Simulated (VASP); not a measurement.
Input of a VASP 6.6.1 run:

File INCAR:

```
SYSTEM = Mg
  PREC = Accurate
  ENCUT = 600
  EDIFF = 1E-7
  ISMEAR = 0
  SIGMA = 0.1
  LREAL = .False.
  LASPH = .True.
  NELM = 100
  ALGO = Normal
  ISIF = 3
  LWAVE = .False.
  LCHARG = .False.
  GGA = CA
  IBRION = 2
  NSW = 100
  EDIFFG = -0.005
```

KPOINTS

```
Automatic mesh
0
Gamma
  18 18 8
  0 0 0
```

The input POSCAR:

```
Mg
1.0
    3.1720232900      0.0000000000      0.0000000000
   -1.5860116400      2.7470527500      0.0000000000
    0.0000000000      0.0000000000      5.1412049000
Mg
2
Direct
    0.3333333300      0.6666666700      0.2500000000
    0.6666666700      0.3333333300      0.7500000000
```

Potentials or basis: VASP PAW LDA potentials, release 64 (Mg).

Command:

```bash
$ cat potpaw_LDA.64/Mg/POTCAR > POTCAR
$ mpirun -np 1 vasp_std > vasp.out
```

(1) Predict the relaxed volume.

(2) Predict the band gap on the k mesh.

Answers

(1) 21.41 Å³/atom.

(2) zero (band 2 reaches 3.89 eV, above the bottom of band 3 at 1.69 eV).
